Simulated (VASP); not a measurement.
# Pt (P6_3/mmc) in VASP: notebook

Runs on Pt. Level: r2SCAN. Tasks: single point.

Program: VASP 6.6.1. These are calculated values, not measurements. Logs are shortened: lines on timing, memory, paths and dates and some standing lists are left out, and cuts for length are marked.

## Step 1: The cell of the first run

Symmetry: P6_3/mmc, No. 194, hexagonal system. The conventional cell has a = 2.761 Å, b = 2.761 Å, c = 4.792 Å, α = 90.00°, β = 90.00°, γ = 120.00°. Pt (site symmetry -6m2) has 12 Pt at 2.76 to 2.88 Å within 3.6 Å.

## Step 2: Single point, r2SCAN

POSCAR reads:

```
Pt
1.0
    2.7606656158      0.0000000000      0.0000000000
   -1.3803328079      2.3908065546      0.0000000000
    0.0000000000      0.0000000000      4.7921340000
Pt
2
Direct
    0.6666666700      0.3333333300      0.7500000000
    0.3333333300      0.6666666700      0.2500000000
```

INCAR.step1 reads:

```
PREC = Accurate ; ENCUT = 520
ISMEAR = 0 ; SIGMA = 0.1
LREAL = False ; LASPH = True
NELM = 80 ; NBANDS = 17
GGA = PE ; ALGO = Normal
EDIFF = 1E-4 ; LWAVE = True
LCHARG = False
```

INCAR.step2 reads:

```
PREC = Accurate ; ENCUT = 520
EDIFF = 1E-6 ; ISMEAR = 0
SIGMA = 0.1 ; LREAL = False
LASPH = True ; NELM = 80
ALGO = Normal ; ISIF = 2
LWAVE = False ; LCHARG = False
METAGGA = R2SCAN ; LMIXTAU = True
NBANDS = 17 ; ISTART = 1
```

KPOINTS reads:

```
Automatic mesh
0
Gamma
  18 18 10
```

Potentials or basis: VASP PAW PBE potentials, release 64 (Pt).

Run with:

```console
$ cat potpaw_PBE.64/Pt/POTCAR > POTCAR
$ cp INCAR.step1 INCAR
$ mpirun -np 1 vasp_std > vasp.out
$ cp INCAR.step2 INCAR
$ mpirun -np 1 vasp_std > vasp.out
```

OUTCAR:

```text
PREC = Accurate
   ENCUT = 520
   EDIFF = 1E-6
   ISMEAR = 0
   LREAL = False
   LASPH = True
   NELM = 80
   ISIF = 2
   METAGGA = R2SCAN
   ISTART = 1

 ion  position               nearest neighbor table
   1  0.667  0.333  0.750-   2 2.88   2 2.88   2 2.88   2 2.88   2 2.88   2 2.88
   2  0.333  0.667  0.250-   1 2.88   1 2.88   1 2.88   1 2.88   1 2.88   1 2.88

  LATTYP: Found a hexagonal cell.
 ALAT       =     2.7606656158
 C/A-ratio  =     1.7358618054

  Lattice vectors:

 A1 = (   2.7606656158,   0.0000000000,   0.0000000000)
 A2 = (  -1.3803328079,   2.3908065546,   0.0000000000)
 A3 = (   0.0000000000,   0.0000000000,   4.7921340000)

Analysis of symmetry for initial positions (statically):
=====================================================================
 Subroutine PRICEL returns:
 Original cell was already a primitive cell.

 Routine SETGRP: Setting up the symmetry group for a
 hexagonal supercell.

 Subroutine GETGRP returns: Found 24 space group operations
 (whereof 12 operations were pure point group operations)
 out of a pool of 24 trial point group operations.

The static configuration has the point symmetry D_3d.
 The point group associated with its full space group is D_6h.

Analysis of symmetry for dynamics (positions and initial velocities):
=====================================================================
 Subroutine PRICEL returns:
 Original cell was already a primitive cell.

 Routine SETGRP: Setting up the symmetry group for a
 hexagonal supercell.

 Subroutine GETGRP returns: Found 24 space group operations
 (whereof 12 operations were pure point group operations)
 out of a pool of 24 trial point group operations.

The dynamic configuration has the point symmetry D_3d.
 The point group associated with its full space group is D_6h.

 Subroutine INISYM returns: Found 24 space group operations
 (whereof 12 operations are pure point group operations),
 and found     1 'primitive' translations

----------------------------------------------------------------------------------------

                                     Primitive cell

  volume of cell :      31.6291

  direct lattice vectors                    reciprocal lattice vectors
     2.760665616  0.000000000  0.000000000     0.362231483  0.209134444  0.000000000
    -1.380332808  2.390806555  0.000000000     0.000000000  0.418268888  0.000000000
     0.000000000  0.000000000  4.792134000     0.000000000  0.000000000  0.208675300

  length of vectors
     2.760665616  2.760665616  4.792134000     0.418268888  0.418268888  0.208675300

  position of ions in fractional coordinates (direct lattice)
     0.666666670  0.333333330  0.750000000
     0.333333330  0.666666670  0.250000000

  ion indices of the primitive-cell ions
   primitive index   ion index
                 1           1
                 2           2

----------------------------------------------------------------------------------------

 KPOINTS: Automatic mesh

Automatic generation of k-mesh.
 Grid dimensions read from file:
 generate k-points for:   18   18   10

 Generating k-lattice:

  Cartesian coordinates                     Fractional coordinates (reciprocal lattice)
     0.020123971  0.011618580  0.000000000     0.055555556  0.000000000  0.000000000
     0.000000000  0.023237160  0.000000000     0.000000000  0.055555556  0.000000000
     0.000000000  0.000000000  0.020867530     0.000000000  0.000000000  0.100000000

  Length of vectors
     0.023237160  0.023237160  0.020867530

  Shift w.r.t. Gamma in fractional coordinates (k-lattice)
     0.000000000  0.000000000  0.000000000

 Subroutine IBZKPT returns following result:
 ===========================================

 Found    222 irreducible k-points:

 Following reciprocal coordinates:
            Coordinates               Weight
  0.000000  0.000000  0.000000      1.000000
  0.055556 -0.000000  0.000000      6.000000
  0.111111 -0.000000  0.000000      6.000000
  0.166667  0.000000  0.000000      6.000000
  0.222222 -0.000000  0.000000      6.000000
  0.277778  0.000000  0.000000      6.000000
[... 16 lines left out ...]
  0.333333  0.111111  0.000000     12.000000
  0.388889  0.111111  0.000000     12.000000
 [... further k-points ...]
   k-points           NKPTS =    222   k-points in BZ     NKDIM =    222   number of bands    NBANDS=     17
   number of dos      NEDOS =    301   number of ions     NIONS =      2
   total plane-waves  NPLWV =  20736
   dimension x,y,z NGX =    24 NGY =   24 NGZ =   36
   dimension x,y,z NGXF=    48 NGYF=   48 NGZF=   72
   ions per type =               2
   NGX,Y,Z   is equivalent  to a cutoff of  14.45, 14.45, 12.49 a.u.
   NGXF,Y,Z  is equivalent  to a cutoff of  28.91, 28.91, 24.98 a.u.
 SYSTEM =  unknown system
   PREC   = accura    normal or accurate (medium, high low for compatibility)
   ISTART =      1    job   : 0-new  1-cont  2-samecut
   ICHARG =      0    charge: 1-file 2-atom 10-const
   ISPIN  =      1    spin polarized calculation?
   LNONCOLLINEAR =      F non collinear calculations
   LSORBIT =      F    spin-orbit coupling
   LASPH  =      T    aspherical Exc in radial PAW
   ENCUT  =  520.0 eV  38.22 Ry    6.18 a.u.   5.13  5.13  8.91*2*pi/ulx,y,z
   NELM   =     80;   NELMIN=  2; NELMDL=  0     # of ELM steps
   EDIFF  = 0.1E-05   stopping-criterion for ELM
   LREAL  =      F    real-space projection
   EDIFFG = 0.1E-04   stopping-criterion for IOM
   NSW    =      0    number of steps for IOM
   IBRION =     -1    ionic relax: 0-MD 1-quasi-New 2-CG
   NFREE  =      0    steps in history (QN), initial steepest desc. (CG)
   ISIF   =      2    stress and relaxation
   ISYM   =      2    0-nonsym 1-usesym 2-fastsym
   POTIM  = 0.5000    time-step for ionic-motion
   TEBEG  =    0.0;   TEEND  =   0.0 temperature during run
   PSTRESS=    0.0 pullay stress
   NELECT =      20.0000    total number of electrons
   NUPDOWN=      -1.0000    fix difference up-down
   EMIN   =  10.00;   EMAX   =-10.00  energy-range for DOS
   EFERMI =   0.00;   METHOD = LEGACY
   ISMEAR =     0;   SIGMA  =   0.10  broadening in eV -4-tet -1-fermi 0-gaus
   EFERMI_NEDOS =   21; number of points for ismear=-14 and -15
   IALGO  =     38    algorithm
   IMIX   =      4    mixing-type and parameters
     AMIX     =   0.40;   BMIX     =  1.00
     AMIX_MAG =   1.60;   BMIX_MAG =  1.00
  volume/ion in A,a.u.               =      15.81       106.72
  Fermi-wavevector in a.u.,A,eV,Ry     =   1.405149  2.655347 26.863944  1.974444
  Thomas-Fermi vector in A             =   2.527639
   LORBIT       =      0    0 simple, 1 ext, 2 COOP (PROOUT), +10 PAW based schemes
   METAGGA = R2SCAN    functional components
   LHFCALC =     F    Hartree Fock is set to
   AEXX    =    0.0000 exact exchange contribution
   IVDW    =     0    specifies the selected vdW correction
   LEPSILON=     F    determine dielectric tensor
   LRPA    =     F    only Hartree local field effects (RPA)
 non-spin polarized calculation
 Gauss-broadening in eV      SIGMA  =   0.10
  energy-cutoff  :      520.00
  volume of cell :       31.63
 maximum number of plane-waves:       866
 NGX is ok and might be reduce to    24
   NGX = 11   NGY = 11   NGZ = 17

 number of electron      20.0000004 magnetization

 Free energy of the ion-electron system (eV)
  ---------------------------------------------------
  ext. energy  EPLUGINS =         0.00000000
  ---------------------------------------------------
  free energy    TOTEN  =      -102.87268416 eV

  energy without entropy =     -102.85568004  energy(sigma->0) =     -102.86418210

 E-fermi :  10.0960     XC(G=0): -14.2885

 val. band max:       10.0943084888   @ k =   0.2222   0.1111   0.5000
 cond. band min:      10.1006258697   @ k =   0.2222   0.1667   0.4000
 fundamental gap:      0.0063173809
 Fermi energy:        10.0960491050

 k-point     1 :       0.0000    0.0000    0.0000
  band No.  band energies     occupation
      1       0.1741      2.00000
      2       2.8331      2.00000
      3       6.0639      2.00000
      4       6.5702      2.00000
      5       6.5702      2.00000
      6       6.9410      2.00000
[... 9 lines left out ...]
     16      28.3239      0.00000
     17      32.1602      0.00000

 k-point     2 :       0.0556   -0.0000    0.0000
  band No.  band energies     occupation
      1       0.2913      2.00000
      2       2.9413      2.00000
      3       6.0526      2.00000
      4       6.5659      2.00000
      5       6.6592      2.00000
      6       6.8833      2.00000
[... 9 lines left out ...]
     16      28.4701      0.00000
     17      31.4175      0.00000

 k-point     3 :       0.1111   -0.0000    0.0000
  band No.  band energies     occupation
      1       0.6342      2.00000
      2       3.2468      2.00000
      3       5.9623      2.00000
      4       6.5869      2.00000
      5       6.7817      2.00000
      6       6.9220      2.00000
[... 9 lines left out ...]
     16      28.6092      0.00000
     17      30.3405      0.00000

 k-point     4 :       0.1667    0.0000    0.0000
  band No.  band energies     occupation
      1       1.1733      2.00000
      2       3.6741      2.00000
      3       5.8053      2.00000
      4       6.4225      2.00000
      5       6.7232      2.00000
      6       6.9864      2.00000
[... 9 lines left out ...]
     16      28.6599      0.00000
     17      28.9159      0.00000
[... 343 lines left out ...]
      1       3.4589      2.00000
      2       4.2564      2.00000
      3       4.9150      2.00000
      4       5.9180      2.00000
      5       6.5498      2.00000
      6       6.6159      2.00000
[... 9 lines left out ...]
     16      26.1340      0.00000
     17      26.6631      0.00000

 k-point    23 :       0.3333    0.1111    0.0000
  band No.  band energies     occupation
      1       3.7742      2.00000
      2       4.0549      2.00000
      3       4.6028      2.00000
      4       6.3620      2.00000
      5       6.5386      2.00000
      6       6.9517      2.00000
[... 9 lines left out ...]
     16      24.5375      0.00000
     17      25.4037      0.00000

 k-point    24 :       0.3889    0.1111    0.0000
  band No.  band energies     occupation
      1       3.8558      2.00000
      2       3.9376      2.00000
      3       4.4124      2.00000
      4       6.5435      2.00000
      5       6.8161      2.00000
      6       6.8438      2.00000
[... 9 lines left out ...]
     16      22.9695      0.00000
     17      24.7983      0.00000

 [... further k-points ...]

------------------------ aborting loop because EDIFF is reached ----------------------------------------

  FORCE on cell =-STRESS in cart. coord.  units (eV):
  Direction    XX          YY          ZZ          XY          YZ          ZX
  --------------------------------------------------------------------------------------
  -------------------------------------------------------------------------------------
  Total       -1.2790824     -1.2790824     -0.9647376      0.0000000     -0.0000000      0.0000000
  in kB      -64.7920785    -64.7920785    -48.8689021      0.0000000     -0.0000000      0.0000000
  external PRESSURE =     -59.4843530 kB  Pullay stress =       0.0000000 kB

 VOLUME and BASIS-vectors are now :
 -----------------------------------------------------------------------------
  energy-cutoff  :      520.00
  volume of cell :       31.63
      direct lattice vectors                 reciprocal lattice vectors
     2.760665616  0.000000000  0.000000000     0.362231483  0.209134444  0.000000000
    -1.380332808  2.390806555  0.000000000     0.000000000  0.418268888  0.000000000
     0.000000000  0.000000000  4.792134000     0.000000000  0.000000000  0.208675300

 POSITION                                       TOTAL-FORCE (eV/Angst)
 -----------------------------------------------------------------------------------
      1.38033      0.79694      3.59410         0.000000      0.000000      0.000000
     -0.00000      1.59387      1.19803        -0.000000     -0.000000      0.000000
 -----------------------------------------------------------------------------------
    total drift:                               -0.000001      0.000001     -0.000000

  FREE ENERGIE OF THE ION-ELECTRON SYSTEM (eV)
  ---------------------------------------------------
  free  energy   TOTEN  =      -102.8726841600 eV

  energy  without entropy=     -102.8556800436  energy(sigma->0) =     -102.86418210
```

Wall time 3.8 min (1 thread of Intel Xeon 6975P-C, shared host); peak memory 0.23 GiB.

Results:

```yaml
Free_energy: -102.8727 eV
Pressure: -5.9 GPa
Band_gap_on_the_k_mesh: zero (band 10 reaches 10.61 eV, above the bottom of band 11 at 9.24 eV)
```

Stress tensor (GPa, compression positive):
```
-6.48  0.00  0.00
 0.00 -6.48  0.00
 0.00  0.00 -4.89
```

Caveat: the PAW data sets were made with another functional, which shifts forces and pressure a little; spin-orbit coupling is left out, which moves the levels of the heavy elements.

## Step 3: Single point, r2SCAN (volume scaled by 1.03, then relaxed in part)

POSCAR reads:

```
Pt
1.0
    2.7541346581      0.0000000000      0.0000000000
   -1.3770673290      2.3851505793      0.0000000000
    0.0000000000      0.0000000000      4.8331635989
Pt
2
Direct
    0.6666666667      0.3333333333      0.7500000000
    0.3333333333      0.6666666667      0.2500000000
```

INCAR.step1 reads:

```
SYSTEM = Pt
PREC = Accurate
ENCUT = 520
ISMEAR = 0
SIGMA = 0.1
LREAL = .False.
LASPH = .True.
NELM = 80
NBANDS = 17
GGA = PE
ALGO = Normal
EDIFF = 1E-4
LWAVE = .True.
LCHARG = .False.
```

INCAR.step2 reads:

```
SYSTEM = Pt
PREC = Accurate
ENCUT = 520
EDIFF = 1E-6
ISMEAR = 0
SIGMA = 0.1
LREAL = .False.
LASPH = .True.
NELM = 80
ALGO = Normal
ISIF = 2
LWAVE = .False.
LCHARG = .False.
METAGGA = R2SCAN
LMIXTAU = .True.
NBANDS = 17
ISTART = 1
```

KPOINTS reads:

```
Automatic mesh
0
Gamma
  18 18 10
  0 0 0
```

Potentials or basis: VASP PAW PBE potentials, release 64 (Pt).

Run with:

```console
$ cat potpaw_PBE.64/Pt/POTCAR > POTCAR
$ cp INCAR.step1 INCAR
$ mpirun -np 1 vasp_std > vasp.out
$ cp INCAR.step2 INCAR
$ mpirun -np 1 vasp_std > vasp.out
```

It took 2.9 min on 1 thread of Intel Xeon 6975P-C, shared host; peak memory 0.22 GiB.

It converged, with:

```yaml
Free_energy: -102.8689 eV
Pressure: -6.5 GPa
Band_gap_on_the_k_mesh: zero (band 10 reaches 10.57 eV, above the bottom of band 11 at 9.19 eV)
```

Stress tensor (GPa, compression positive):
```
-6.43  0.00  0.00
 0.00 -6.43  0.00
 0.00  0.00 -6.77
```

Levels at points of the mesh, in eV from the Fermi level:
```
           k point  band 6  band 7  band 8  band 9  band 10  band 11  band 12  band 13  band 14  band 15
(0.00, 0.00, 0.00)   -3.16   -3.16   -1.81   -1.81    -0.56    -0.26    -0.26     4.76    16.15    16.38
(0.50, 0.00, 0.00)   -2.98   -2.48   -0.08    0.36     0.55     2.46     3.99     7.64     9.21     9.97
(0.00, 0.00, 0.50)   -3.50   -3.50   -3.50   -0.84    -0.84    -0.84    -0.84    12.28    12.28    16.50
(0.50, 0.00, 0.50)   -1.84   -0.79   -0.79    0.47     0.47     1.88     1.88     6.84     6.84    14.77
```

Caveat: the PAW data sets were made with another functional, which shifts forces and pressure a little; spin-orbit coupling is left out, which moves the levels of the heavy elements.
